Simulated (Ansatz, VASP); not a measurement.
Two plane-wave programs on SnO2

```
Sn O
1.0
     4.76058    0.00000    0.00000
     0.00000    4.76058    0.00000
     0.00000    0.00000    3.20008
Sn O
2 4
Direct
  0.00000 0.00000 0.00000
  0.50000 0.50000 0.50000
  0.30588 0.30588 0.00000
  0.19412 0.80588 0.50000
  0.80588 0.19412 0.50000
  0.69412 0.69412 0.00000
```

Alike in both runs: task single point; functional LDA; k mesh 6 × 6 × 8; no spin polarisation.

```csv
,VASP,Ansatz
version,VASP 6.6.1,Ansatz 0.2.0
potentials or method,"VASP PAW LDA potentials, release 64 (Sn_d, O)","plane waves, PAW"
plane-wave cutoff (eV),520,420
occupations,"gaussian, width 0.01 eV",fixed
valence electrons in the cell,52,52
```

```tsv
	VASP	Ansatz	Ansatz less VASP
gap on the k mesh at the Fermi level (eV)	0.98	0.95	-0.034
pressure (GPa)	-2.8	-3.8	-1.00
traceless stress, the component that is largest in VASP (GPa)	0.27	-0.02	-0.288
rms of the force components (eV/Å)	0.026	0.036	+0.0101
```

LDA's correlation is that of Perdew and Zunger in VASP and of Perdew and Wang (1992) in Ansatz. Atom by atom the forces differ by 0.010 eV/Å (rms over components).
